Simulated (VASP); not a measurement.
A run of VASP 6.6.1 is set up as follows.

POSCAR

```
Li3H3N2
1.0
    3.6690760276      0.0000000000      0.0520779172
    0.0000000000      3.3891315853      0.0000000000
   -0.0893265122      0.0000000000      5.1365228525
Li H N
3 3 2
Direct
    0.4565597074      0.0000000000      0.7642851182
    0.9627966549      0.5000000000      0.6844262235
    0.6164643640      0.0000000000      0.3274316649
    0.0370247864      0.2322572759      0.0816788677
    0.3086241007      0.5000000000      0.3750712364
    0.0370247864      0.7677427241      0.0816788677
    0.9348047940      0.0000000000      0.9777583685
    0.4847008061      0.5000000000      0.5316706530
```

File INCAR.step1:

```
PREC = Accurate
ENCUT = 520
ISMEAR = -1
SIGMA = 0.03
LREAL = F
LASPH = T
NELM = 60
NBANDS = 21
GGA = PE
ALGO = Normal
EDIFF = 1E-4
LWAVE = T
LCHARG = F
```

INCAR.step2

```
PREC = Accurate
ENCUT = 520
EDIFF = 1E-6
ISMEAR = -1
SIGMA = 0.03
LREAL = F
LASPH = T
NELM = 60
ALGO = Normal
ISIF = 2
LWAVE = F
LCHARG = F
METAGGA = R2SCAN
LMIXTAU = T
LUSE_VDW = T
IVDW_NL = 2
BPARAM = 11.95
CPARAM = 0.0093
NBANDS = 21
ISTART = 1
```

File KPOINTS:

```
Automatic mesh
0
Gamma
  6 8 4
```

Potentials or basis: VASP PAW PBE potentials, release 64 (Li_sv, H, N).

The run is started by

```sh
$ cat potpaw_PBE.64/Li_sv/POTCAR potpaw_PBE.64/H/POTCAR potpaw_PBE.64/N/POTCAR > POTCAR
$ cp INCAR.step1 INCAR
$ mpirun -np 1 vasp_std > vasp.out
$ cp INCAR.step2 INCAR
$ mpirun -np 1 vasp_std > vasp.out
```

Estimate the largest force.

0.137 eV/Å.

Predict the band gap on the k mesh.

2.45 eV, indirect (least direct gap 2.63 eV).

Forces on the atoms (eV/Å):
```
Li  -0.006  0.000  0.074
Li   0.026  0.000  0.016
Li   0.033  0.000  0.019
H    0.019  0.089  0.026
H   -0.075  0.000 -0.102
H    0.019 -0.089  0.026
N   -0.067  0.000 -0.119
N    0.050  0.000  0.061
```

Caveat: the PAW data sets were made with another functional, which shifts forces and pressure a little. A k mesh can miss the band edges.
